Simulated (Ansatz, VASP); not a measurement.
**One calculation of Bi, two programs**

```
Bi
1.0
     4.27900    0.00000    0.00000
    -2.13950    3.70572    0.00000
     0.00000    0.00000   28.00000
Bi
2
Direct
  0.33333 0.66667 0.51980
  0.66667 0.33333 0.48020
```

Alike in both runs: task single point; functional PBE; k mesh 9 × 9 × 1; occupations gaussian, width 0.02 eV; no spin polarisation.

|  | VASP | Ansatz |
| --- | --- | --- |
| version | VASP 6.6.1 | Ansatz 0.2.0 |
| potentials or method | VASP PAW PBE potentials, release 64 (Bi_d), cutoff 520 eV | scalar-relativistic, plane waves, PAW |
| valence electrons in the cell | 30 | 30 |

```tsv
	VASP	Ansatz	Ansatz less VASP
gap on the k mesh at the Fermi level (eV)	0.12	0.12	+0.005
least direct gap on the mesh (eV)	0.23	0.20	-0.032
rms of the force components (eV/Å)	2.770	2.771	+0.0010
```

Atom by atom the forces differ by 0.001 eV/Å (rms over components).

Spin-orbit coupling is off throughout.
